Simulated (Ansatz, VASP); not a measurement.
## One calculation of SiSn5, two programs

```
Si Sn
1.0
     3.20647    0.00000    0.00000
    -1.60323    2.77688    0.00000
     0.00000    0.00000   17.90564
Si Sn
1 5
Direct
  0.00000 0.00000 0.00000
  0.00000 0.00000 0.84521
  0.00000 0.00000 0.15479
  0.00000 0.00000 0.32771
  0.00000 0.00000 0.50000
  0.00000 0.00000 0.67229
```

Alike in both runs: functional PBE; k mesh 12 × 12 × 2; occupations gaussian, width 0.1 eV; no spin polarisation.

Ansatz relaxed the structure, and its values are those at the end. VASP's run is a single point on that final structure, the one shown.

|  | VASP | Ansatz |
| --- | --- | --- |
| version | VASP 6.6.1 | Ansatz 0.2.0 |
| potentials or method | VASP PAW PBE potentials, release 64 (Si, Sn_d), cutoff 520 eV | scalar-relativistic, plane waves, PAW |
| valence electrons in the cell | 74 | 74 |

```tsv
	VASP	Ansatz	Ansatz less VASP
gap on the k mesh at the Fermi level (eV)	none	none	-
pressure (GPa)	0.0	0.0	+0.02
```

A gap of «none» marks a metal or a gap that the smearing closes. With one functional, cell and mesh, what is left measures potentials, basis and numerics.
